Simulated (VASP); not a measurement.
Write the native input for VASP 6.6.1 that does the following.

| Property | Result |
| --- | --- |
| Task | relaxation of the atoms |
| Functional | LDA |
| Potentials or basis | VASP PAW LDA potentials, release 64 (Si) |
| Cutoff | 520 eV |
| k mesh | 10 × 10 × 10 |
| Occupations | gaussian, width 0.01 eV |
| Spin | no spin polarisation |
| Dipole correction | no |
| Further INCAR settings | ALGO = Normal; EDIFF = 1e-07; IBRION = 2; EDIFFG = -0.0005; NSW = 80 |

The structure of Si lies in POSCAR:

```
Si
1.0
    0.0000000000      2.7009735042      2.7009735042
    2.7009735042      0.0000000000      2.7009735042
    2.7009735042      2.7009735042      0.0000000000
Si
2
Direct
    0.0000000000      0.0000000000      0.0000000000
    0.2500000000      0.2500000000      0.2500000000
```

One way to write it, as run:

INCAR

```
SYSTEM = Si
  PREC = Accurate
  ENCUT = 520
  EDIFF = 1E-7
  ISMEAR = 0
  SIGMA = 0.01
  LREAL = .False.
  LASPH = .True.
  NELM = 80
  ALGO = Normal
  ISIF = 2
  LWAVE = .False.
  LCHARG = .False.
  GGA = CA
  IBRION = 2
  NSW = 80
  EDIFFG = -5E-4
```

KPOINTS

```
Automatic mesh
0
Gamma
  10 10 10
  0 0 0
```

Potentials or basis: VASP PAW LDA potentials, release 64 (Si).

Command:

```sh
$ cat potpaw_LDA.64/Si/POTCAR > POTCAR
$ mpirun -np 1 vasp_std > vasp.out
```

It gave:

The pressure after relaxing is 0.0 GPa. The band gap on the k mesh is 0.45 eV (least direct gap 2.53 eV).

Caveat: the relaxation stopped at its first step, so nothing moved; semilocal functionals underestimate gaps, and a narrow one can read as zero.

It took 7.7 s on 1 thread of Intel(R) Xeon(R) Platinum 8488C (Sapphire Rapids), on a shared host, peak memory 0.13 GiB.
